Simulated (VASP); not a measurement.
# CdSe (P6_3mc) in VASP: notebook

The runs below take CdSe through single point, with PBE.

Everything below comes from runs of VASP 6.6.1. Logs are shortened: lines on timing, memory, paths and dates and some standing lists are left out, and cuts for length are marked.

## (1) The cell of the first run

Symmetry: P6_3mc, No. 186, hexagonal system. The conventional cell has a = 4.167 Å, b = 4.167 Å, c = 6.794 Å, α = 90.00°, β = 90.00°, γ = 120.00°. Cd (site symmetry 3m) has 4 Se at 2.55 Å within 3.4 Å. Within 3.4 Å of Se (site symmetry 3m) lie 4 Cd at 2.55 Å.

## (2) Single point, PBE (strain -4.0%)

File INCAR:

```
SYSTEM = CdSe
PREC = Accurate
ENCUT = 500
EDIFF = 1E-6
ISMEAR = -1
SIGMA = 0.02
LREAL = .False.
LASPH = .True.
NELM = 120
ALGO = Normal
ISIF = 2
LWAVE = .False.
LCHARG = .False.
GGA = PE
NBANDS = 26
GGA_COMPAT = .False.
```

File KPOINTS:

```
Automatic mesh
0
Gamma
  12 12 4
  0 0 0
```

File POSCAR:

```
CdSe
1.0
    4.1670947187      0.0000000000      0.0000000000
   -2.0835473593      3.6088098864      0.0000000000
    0.0000000000      0.0000000000      6.7935801431
Cd Se
2 2
Direct
    0.3333333333      0.6666666667     -0.0003399257
    0.6666666667      0.3333333333      0.4996600743
    0.3333333333      0.6666666667      0.3753399257
    0.6666666667      0.3333333333      0.8753399257
```

Potentials or basis: VASP PAW PBE potentials, release 64 (Cd, Se).

Launch:

```
cat potpaw_PBE.64/Cd/POTCAR potpaw_PBE.64/Se/POTCAR > POTCAR
mpirun -np 1 vasp_std > vasp.out
```

OUTCAR:

```text
SYSTEM = CdSe
   PREC = Accurate
   ENCUT = 500
   EDIFF = 1E-6
   ISMEAR = -1
   LREAL = .False.
   LASPH = .True.
   NELM = 120
   ISIF = 2
   GGA = PE

 ion  position               nearest neighbor table
   1  0.333  0.667  1.000-   4 2.55   4 2.55   4 2.55   3 2.55
   2  0.667  0.333  0.500-   3 2.55   3 2.55   3 2.55   4 2.55
   3  0.333  0.667  0.375-   2 2.55   2 2.55   2 2.55   1 2.55
   4  0.667  0.333  0.875-   1 2.55   1 2.55   1 2.55   2 2.55

  LATTYP: Found a hexagonal cell.
 ALAT       =     4.1670947187
 C/A-ratio  =     1.6302917504

  Lattice vectors:

 A1 = (   4.1670947187,   0.0000000000,   0.0000000000)
 A2 = (  -2.0835473593,   3.6088098864,   0.0000000000)
 A3 = (   0.0000000000,   0.0000000000,   6.7935801431)

Analysis of symmetry for initial positions (statically):
=====================================================================
 Subroutine PRICEL returns:
 Original cell was already a primitive cell.

 Routine SETGRP: Setting up the symmetry group for a
 hexagonal supercell.

 Subroutine GETGRP returns: Found 12 space group operations
 (whereof  6 operations were pure point group operations)
 out of a pool of 24 trial point group operations.

The static configuration has the point symmetry C_3v.
 The point group associated with its full space group is C_6v.

Analysis of symmetry for dynamics (positions and initial velocities):
=====================================================================
 Subroutine PRICEL returns:
 Original cell was already a primitive cell.

 Routine SETGRP: Setting up the symmetry group for a
 hexagonal supercell.

 Subroutine GETGRP returns: Found 12 space group operations
 (whereof  6 operations were pure point group operations)
 out of a pool of 24 trial point group operations.

The dynamic configuration has the point symmetry C_3v.
 The point group associated with its full space group is C_6v.

 Subroutine INISYM returns: Found 12 space group operations
 (whereof  6 operations are pure point group operations),
 and found     1 'primitive' translations

----------------------------------------------------------------------------------------

                                     Primitive cell

  volume of cell :     102.1636

  direct lattice vectors                    reciprocal lattice vectors
     4.167094719  0.000000000  0.000000000     0.239975347  0.138549831  0.000000000
    -2.083547359  3.608809886  0.000000000     0.000000000  0.277099662  0.000000000
[... 89 lines left out ...]
   EDIFF  = 0.1E-05   stopping-criterion for ELM
   LREAL  =      F    real-space projection
   EDIFFG = 0.1E-04   stopping-criterion for IOM
   NSW    =      0    number of steps for IOM
   IBRION =     -1    ionic relax: 0-MD 1-quasi-New 2-CG
   NFREE  =      0    steps in history (QN), initial steepest desc. (CG)
   ISIF   =      2    stress and relaxation
   ISYM   =      2    0-nonsym 1-usesym 2-fastsym
   POTIM  = 0.5000    time-step for ionic-motion
   TEBEG  =    0.0;   TEEND  =   0.0 temperature during run
   PSTRESS=    0.0 pullay stress
   NELECT =      36.0000    total number of electrons
   NUPDOWN=      -1.0000    fix difference up-down
   EMIN   =  10.00;   EMAX   =-10.00  energy-range for DOS
   EFERMI =   0.00;   METHOD = LEGACY
   ISMEAR =    -1;   SIGMA  =   0.02  broadening in eV -4-tet -1-fermi 0-gaus
   EFERMI_NEDOS =   21; number of points for ismear=-14 and -15
   IALGO  =     38    algorithm
   IMIX   =      4    mixing-type and parameters
     AMIX     =   0.40;   BMIX     =  1.00
     AMIX_MAG =   1.60;   BMIX_MAG =  1.00
  volume/ion in A,a.u.               =      25.54       172.36
  Fermi-wavevector in a.u.,A,eV,Ry     =   1.156317  2.185123 18.191933  1.337069
  Thomas-Fermi vector in A             =   2.292938
   LORBIT       =      0    0 simple, 1 ext, 2 COOP (PROOUT), +10 PAW based schemes
   GGA     = PE    functional components
   LHFCALC =     F    Hartree Fock is set to
   AEXX    =    0.0000 exact exchange contribution
   IVDW    =     0    specifies the selected vdW correction
   LEPSILON=     F    determine dielectric tensor
   LRPA    =     F    only Hartree local field effects (RPA)
 non-spin polarized calculation
  energy-cutoff  :      500.00
  volume of cell :      102.16
 maximum number of plane-waves:      2618
   NGX = 15   NGY = 15   NGZ = 25

 number of electron      35.9999967 magnetization

 Free energy of the ion-electron system (eV)
  ---------------------------------------------------
  ext. energy  EPLUGINS =         0.00000000
  ---------------------------------------------------
  free energy    TOTEN  =       -10.51407888 eV

  energy without entropy =      -10.51407888  energy(sigma->0) =      -10.51407888

 E-fermi :   2.1594     XC(G=0):  -9.3278

 val. band max:        1.7664942173   @ k =   0.0000   0.0000   0.0000
 cond. band min:       2.6480729493   @ k =   0.0000   0.0000   0.0000
 fundamental gap:      0.8815787320
 Fermi energy:         2.1594315161

 k-point     1 :       0.0000    0.0000    0.0000
  band No.  band energies     occupation
      1     -11.4323      2.00000
      2     -10.9607      2.00000
      3      -6.5421      2.00000
      4      -6.5320      2.00000
      5      -6.5320      2.00000
      6      -6.4438      2.00000
[... 685 lines left out ...]
     25       9.5630      0.00000
     26      10.6574      0.00000

 [... further k-points ...]

------------------------ aborting loop because EDIFF is reached ----------------------------------------

  FORCE on cell =-STRESS in cart. coord.  units (eV):
  Direction    XX          YY          ZZ          XY          YZ          ZX
  --------------------------------------------------------------------------------------
  -------------------------------------------------------------------------------------
  Total        6.4528014      6.4528014      6.5978217      0.0000000      0.0000000      0.0000000
  in kB      101.1958732    101.1958732    103.4701493      0.0000000      0.0000000      0.0000000
  external PRESSURE =     101.9539652 kB  Pullay stress =       0.0000000 kB

 VOLUME and BASIS-vectors are now :
 -----------------------------------------------------------------------------
  energy-cutoff  :      500.00
  volume of cell :      102.16
      direct lattice vectors                 reciprocal lattice vectors
     4.167094719  0.000000000  0.000000000     0.239975347  0.138549831  0.000000000
    -2.083547359  3.608809886  0.000000000     0.000000000  0.277099662  0.000000000
     0.000000000  0.000000000  6.793580143     0.000000000  0.000000000  0.147197792

 POSITION                                       TOTAL-FORCE (eV/Angst)
 -----------------------------------------------------------------------------------
     -0.00000      2.40587      6.79127         0.000000     -0.000000      0.000656
      2.08355      1.20294      3.39448        -0.000000     -0.000000      0.000656
     -0.00000      2.40587      2.54990         0.000000      0.000000     -0.000656
      2.08355      1.20294      5.94669        -0.000000     -0.000000     -0.000656
 -----------------------------------------------------------------------------------
    total drift:                               -0.000000     -0.000000     -0.000583

  FREE ENERGIE OF THE ION-ELECTRON SYSTEM (eV)
  ---------------------------------------------------
  free  energy   TOTEN  =       -10.5140788782 eV

  energy  without entropy=      -10.5140788782  energy(sigma->0) =      -10.51407888
```

OSZICAR:

```text
N       E                     dE             d eps       ncg     rms          rms(c)
DAV:   1     0.242567191862E+03    0.24257E+03   -0.17056E+04  2964   0.123E+03
DAV:   2     0.834989152697E+00   -0.24173E+03   -0.23443E+03  3216   0.312E+02
DAV:   3    -0.111633792910E+02   -0.11998E+02   -0.11938E+02  3534   0.706E+01
DAV:   4    -0.112509829901E+02   -0.87604E-01   -0.87549E-01  3312   0.572E+00
DAV:   5    -0.112514954631E+02   -0.51247E-03   -0.51244E-03  3394   0.414E-01    0.110E+01
DAV:   6    -0.105549123087E+02    0.69658E+00   -0.11810E+00  3786   0.117E+01    0.828E+00
DAV:   7    -0.105212997195E+02    0.33613E-01   -0.66174E-01  3122   0.431E+00    0.241E+00
DAV:   8    -0.105137483555E+02    0.75514E-02   -0.87574E-02  3092   0.307E+00    0.487E-01
DAV:   9    -0.105138839813E+02   -0.13563E-03   -0.10375E-02  3172   0.114E+00    0.176E-01
DAV:  10    -0.105139962854E+02   -0.11230E-03   -0.98355E-04  3180   0.358E-01    0.782E-02
DAV:  11    -0.105140653673E+02   -0.69082E-04   -0.14991E-04  3132   0.763E-02    0.255E-02
DAV:  12    -0.105140779653E+02   -0.12598E-04   -0.20539E-05  3382   0.351E-02    0.130E-02
DAV:  13    -0.105140788782E+02   -0.91295E-06   -0.92700E-06  3088   0.323E-02
   1 F= -.10514079E+02 E0= -.10514079E+02  d E =-.101217E-10
```

Wall time 47 s (1 thread of Intel Xeon 6975P-C (Granite Rapids), shared host); peak memory 0.27 GiB.

Results:

- Free energy: -10.5141 eV
- Pressure: 10.2 GPa
- Band gap on the k mesh: 0.88 eV

Caveat: the cell differs from its parent crystal (strain -4.0%); the cell stands under pressure.

## (3) Single point, PBE (strain -3.0%)

File INCAR:

```
ALGO = Normal ; EDIFF = 1E-6
ENCUT = 500 ; GGA = PE
GGA_COMPAT = F ; ISIF = 2
ISMEAR = -1 ; LASPH = T
LCHARG = F ; LREAL = F
LWAVE = F ; NBANDS = 26
NELM = 120 ; PREC = Accurate
SIGMA = 0.02
```

File KPOINTS:

```
k-points
0
Gamma
  12 12 4
```

File POSCAR:

```
CdSe
1.0
    4.2105019554      0.0000000000      0.0000000000
   -2.1052509777      3.6464016561      0.0000000000
    0.0000000000      0.0000000000      6.8643466030
Cd Se
2 2
Direct
    0.3333333333      0.6666666667     -0.0003697141
    0.6666666667      0.3333333333      0.4996302859
    0.3333333333      0.6666666667      0.3753697141
    0.6666666667      0.3333333333      0.8753697141
```

Potentials or basis: VASP PAW PBE potentials, release 64 (Cd, Se).

Launch:

```
cat potpaw_PBE.64/Cd/POTCAR potpaw_PBE.64/Se/POTCAR > POTCAR
mpirun -np 1 vasp_std > vasp.out
```

OUTCAR:

```text
EDIFF = 1E-6
   ENCUT = 500
   GGA = PE
   ISIF = 2
   ISMEAR = -1
   LASPH = T
   LREAL = F
   NELM = 120
   PREC = Accurate

 ion  position               nearest neighbor table
   1  0.333  0.667  1.000-   4 2.58   4 2.58   4 2.58   3 2.58
   2  0.667  0.333  0.500-   3 2.58   3 2.58   3 2.58   4 2.58
   3  0.333  0.667  0.375-   2 2.58   2 2.58   2 2.58   1 2.58
   4  0.667  0.333  0.875-   1 2.58   1 2.58   1 2.58   2 2.58

  LATTYP: Found a hexagonal cell.
 ALAT       =     4.2105019554
 C/A-ratio  =     1.6302917504

  Lattice vectors:

 A1 = (   4.2105019554,   0.0000000000,   0.0000000000)
 A2 = (  -2.1052509777,   3.6464016561,   0.0000000000)
 A3 = (   0.0000000000,   0.0000000000,   6.8643466030)

Analysis of symmetry for initial positions (statically):
=====================================================================
 Subroutine PRICEL returns:
 Original cell was already a primitive cell.

 Routine SETGRP: Setting up the symmetry group for a
 hexagonal supercell.

 Subroutine GETGRP returns: Found 12 space group operations
 (whereof  6 operations were pure point group operations)
 out of a pool of 24 trial point group operations.

The static configuration has the point symmetry C_3v.
 The point group associated with its full space group is C_6v.

Analysis of symmetry for dynamics (positions and initial velocities):
=====================================================================
 Subroutine PRICEL returns:
 Original cell was already a primitive cell.

 Routine SETGRP: Setting up the symmetry group for a
 hexagonal supercell.

 Subroutine GETGRP returns: Found 12 space group operations
 (whereof  6 operations were pure point group operations)
 out of a pool of 24 trial point group operations.

The dynamic configuration has the point symmetry C_3v.
 The point group associated with its full space group is C_6v.

 Subroutine INISYM returns: Found 12 space group operations
 (whereof  6 operations are pure point group operations),
[... 119 lines left out ...]
     AMIX     =   0.40;   BMIX     =  1.00
     AMIX_MAG =   1.60;   BMIX_MAG =  1.00
  volume/ion in A,a.u.               =      26.35       177.80
  Fermi-wavevector in a.u.,A,eV,Ry     =   1.144396  2.162596 17.818775  1.309643
  Thomas-Fermi vector in A             =   2.281088
   LORBIT       =      0    0 simple, 1 ext, 2 COOP (PROOUT), +10 PAW based schemes
   GGA     = PE    functional components
   LHFCALC =     F    Hartree Fock is set to
   AEXX    =    0.0000 exact exchange contribution
   IVDW    =     0    specifies the selected vdW correction
   LEPSILON=     F    determine dielectric tensor
   LRPA    =     F    only Hartree local field effects (RPA)
 non-spin polarized calculation
  energy-cutoff  :      500.00
  volume of cell :      105.39
 maximum number of plane-waves:      2719
 NGX is ok and might be reduce to    32
   NGX = 15   NGY = 15   NGZ = 25

 number of electron      35.9999999 magnetization

 Free energy of the ion-electron system (eV)
  ---------------------------------------------------
  ext. energy  EPLUGINS =         0.00000000
  ---------------------------------------------------
  free energy    TOTEN  =       -10.69326254 eV

  energy without entropy =      -10.69326254  energy(sigma->0) =      -10.69326254

 E-fermi :   1.9083     XC(G=0):  -9.1817

 val. band max:        1.4896371434   @ k =   0.0000   0.0000   0.0000
 cond. band min:       2.3028731326   @ k =   0.0000   0.0000   0.0000
 fundamental gap:      0.8132359891
 Fermi energy:         1.9082783267

 k-point     1 :       0.0000    0.0000    0.0000
  band No.  band energies     occupation
      1     -11.5043      2.00000
      2     -11.0642      2.00000
      3      -6.6829      2.00000
      4      -6.6740      2.00000
      5      -6.6740      2.00000
      6      -6.5927      2.00000
[... 685 lines left out ...]
     25       9.1997      0.00000
     26      10.3047      0.00000

 [... further k-points ...]

------------------------ aborting loop because EDIFF is reached ----------------------------------------

  FORCE on cell =-STRESS in cart. coord.  units (eV):
  Direction    XX          YY          ZZ          XY          YZ          ZX
  --------------------------------------------------------------------------------------
  -------------------------------------------------------------------------------------
  Total        4.9721356      4.9721356      5.0894275      0.0000000      0.0000000     -0.0000000
  in kB       75.5885411     75.5885411     77.3716628      0.0000000      0.0000000     -0.0000000
  external PRESSURE =      76.1829150 kB  Pullay stress =       0.0000000 kB

 VOLUME and BASIS-vectors are now :
 -----------------------------------------------------------------------------
  energy-cutoff  :      500.00
  volume of cell :      105.39
      direct lattice vectors                 reciprocal lattice vectors
     4.210501955  0.000000000  0.000000000     0.237501374  0.137121482  0.000000000
    -2.105250978  3.646401656  0.000000000     0.000000000  0.274242965  0.000000000
     0.000000000  0.000000000  6.864346603     0.000000000  0.000000000  0.145680289

 POSITION                                       TOTAL-FORCE (eV/Angst)
 -----------------------------------------------------------------------------------
     -0.00000      2.43093      6.86181        -0.000000      0.000000      0.000914
      2.10525      1.21547      3.42964         0.000000     -0.000000      0.000914
     -0.00000      2.43093      2.57667         0.000000      0.000000     -0.000914
      2.10525      1.21547      6.00884        -0.000000     -0.000000     -0.000914
 -----------------------------------------------------------------------------------
    total drift:                               -0.000000      0.000000     -0.001225

  FREE ENERGIE OF THE ION-ELECTRON SYSTEM (eV)
  ---------------------------------------------------
  free  energy   TOTEN  =       -10.6932625438 eV

  energy  without entropy=      -10.6932625438  energy(sigma->0) =      -10.69326254
```

OSZICAR:

```text
N       E                     dE             d eps       ncg     rms          rms(c)
DAV:   1     0.240245043702E+03    0.24025E+03   -0.17050E+04  2972   0.123E+03
DAV:   2     0.844907969654E+00   -0.23940E+03   -0.23165E+03  3174   0.310E+02
DAV:   3    -0.113377721376E+02   -0.12183E+02   -0.12117E+02  3572   0.705E+01
DAV:   4    -0.114311532618E+02   -0.93381E-01   -0.93295E-01  3284   0.581E+00
DAV:   5    -0.114317013026E+02   -0.54804E-03   -0.54799E-03  3412   0.430E-01    0.102E+01
DAV:   6    -0.107318115131E+02    0.69989E+00   -0.11930E+00  3750   0.114E+01    0.781E+00
DAV:   7    -0.106981631489E+02    0.33648E-01   -0.61529E-01  3126   0.410E+00    0.248E+00
DAV:   8    -0.106929236683E+02    0.52395E-02   -0.75916E-02  3104   0.282E+00    0.452E-01
DAV:   9    -0.106930593973E+02   -0.13573E-03   -0.91253E-03  3186   0.109E+00    0.151E-01
DAV:  10    -0.106931756523E+02   -0.11626E-03   -0.92775E-04  3180   0.343E-01    0.752E-02
DAV:  11    -0.106932532653E+02   -0.77613E-04   -0.16209E-04  3096   0.756E-02    0.269E-02
DAV:  12    -0.106932615549E+02   -0.82896E-05   -0.18702E-05  3502   0.394E-02    0.116E-02
DAV:  13    -0.106932625438E+02   -0.98890E-06   -0.86712E-06  3058   0.311E-02
   1 F= -.10693263E+02 E0= -.10693263E+02  d E =-.695013E-11
```

stdout:

```text
POSCAR found type information on POSCAR CdSe
 POSCAR found :  2 types and       4 ions
 scaLAPACK will be used
 LDA part: xc-table for (Slater+PW92), standard interpolation
 POSCAR, INCAR and KPOINTS ok, starting setup
 FFT: planning ... GRIDC
 FFT: planning ... GRID_SOFT
 FFT: planning ... GRID
 WAVECAR not read
 entering main loop
```

Wall time 42 s (1 thread of Intel Xeon 6975P-C (Granite Rapids), shared host); peak memory 0.29 GiB.

What came out:

| Quantity | Value |
| --- | --- |
| Free energy | -10.6933 eV |
| Pressure | 7.6 GPa |
| Band gap on the k mesh | 0.81 eV |

Stress tensor (GPa, compression positive):
```
7.56 0.00 0.00
0.00 7.56 0.00
0.00 0.00 7.74
```

Levels at points of the mesh, in eV from the valence-band top:
```tsv
k point	band 14	band 15	band 16	band 17	band 18	band 19	band 20	band 21	band 22	band 23
(0.00, 0.00, 0.00)	-0.87	-0.87	-0.06	0.00	0.00	0.81	2.26	5.85	5.85	6.15
(0.50, 0.00, 0.00)	-3.93	-2.97	-2.10	-1.52	-0.86	3.31	3.34	4.74	6.40	6.46
(0.00, 0.00, 0.50)	-2.83	-0.45	-0.45	-0.45	-0.45	2.50	2.50	5.96	5.96	6.26
(0.50, 0.00, 0.50)	-4.57	-1.53	-1.53	-1.52	-1.52	2.95	2.95	4.86	4.86	7.94
```

Caveat: the cell differs from its parent crystal (strain -3.0%); the cell stands under pressure.

(Part 1 of 2 ends here.)
